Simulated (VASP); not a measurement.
MoC2:

```xyz
3
Lattice="4.3125 0.0000 0.0000 0.0000 4.3125 0.0000 0.0000 0.0000 6.0988" Properties=species:S:1:pos:R:3 pbc="T T T"
Mo    0.0000    0.0000    0.0000
C     2.1563    0.0000    1.5247
C     0.0000    2.1563    4.5741
```

This cell differs from its parent crystal: atoms taken out.

| Property | Result |
| --- | --- |
| Program | VASP 6.6.1 |
| Task | relaxation of cell and atoms |
| Functional | PBE |
| Potentials or basis | VASP PAW PBE potentials, release 64 (Mo_sv, C) |
| Cutoff | 600 eV |
| k mesh | 4 × 4 × 4 |
| Occupations | gaussian, width 0.1 eV |
| Spin | no spin polarisation |

At the start: pressure -17.8 GPa; volume 37.81 Å³/atom.

Task: Where does the relaxation end?

Result: Over 50 steps the energy falls by 3570.0 meV/atom and the volume is 9.96 Å³/atom (-73.7 %); space group P-4m2 (No. 115, to 0.1 Å) before, P4/mmm (No. 123, to 0.1 Å).

The path:
```
step  energy change (eV)  largest force (eV/Å)  pressure (GPa)  volume (Å³)
   1              0.0000                3.6847          -17.84       113.42
   3             -9.1092                0.0831            2.82        50.90
   5             -9.1451                0.3214            0.38        52.21
   7             -9.1797                0.0423            0.93        53.32
   9             -9.1839                0.1068            0.51        53.78
  11             -9.1839                0.1205            0.49        53.82
  13             -9.1846                0.0438           -0.23        54.02
  15             -9.1886                0.0216           -0.21        53.07
  17             -9.2199                0.0256            0.40        48.83
  19             -9.7487                2.1505           35.49        32.07
  21             -9.8503                2.2216           20.94        34.80
  23             -9.8223                2.3036           28.40        33.32
  25             -9.8983                2.1219           24.70        33.66
  27            -10.1317                1.3681            9.90        35.24
  29            -10.2059                0.6905           -2.46        36.91
  31            -10.2107                0.7025           -1.92        36.79
  33            -10.2497                0.5845           -1.60        36.36
  35            -10.3363                0.3755            0.24        34.66
  37            -10.4754                0.2234           24.13        28.31
  39            -10.5115                0.5035           15.63        29.38
  41            -10.5779                0.2759           12.07        29.40
  43            -10.5173                1.1326            9.72        29.47
  45            -10.6718                0.3136            4.60        29.68
  47            -10.7022                0.1426           -2.85        30.28
  49            -10.7096                0.0408           -0.88        29.95
  50            -10.7101                0.0350           -0.05        29.87
```

Final structure:
```cif
data_structure
_symmetry_space_group_name_H-M 'P 1'
_symmetry_Int_Tables_number 1
_cell_length_a 3.1472
_cell_length_b 3.1472
_cell_length_c 3.0162
_cell_angle_alpha 90.000
_cell_angle_beta 90.000
_cell_angle_gamma 90.000
_cell_volume 29.87
loop_
_atom_site_label
_atom_site_type_symbol
_atom_site_fract_x
_atom_site_fract_y
_atom_site_fract_z
_atom_site_occupancy
Mo1 Mo 0.00000 0.00000 0.00000 1
C1 C 0.50000 0.00000 0.50113 1
C2 C 0.00000 0.50000 0.49887 1
```

Caveat: the k points lie up to 0.52 Å⁻¹ apart in the final cell, too coarse for converged energies and pressures of a metal; the cell differs from its parent crystal (atoms taken out); the volume moved by over 15 % at a fixed basis, so the end points are rough.
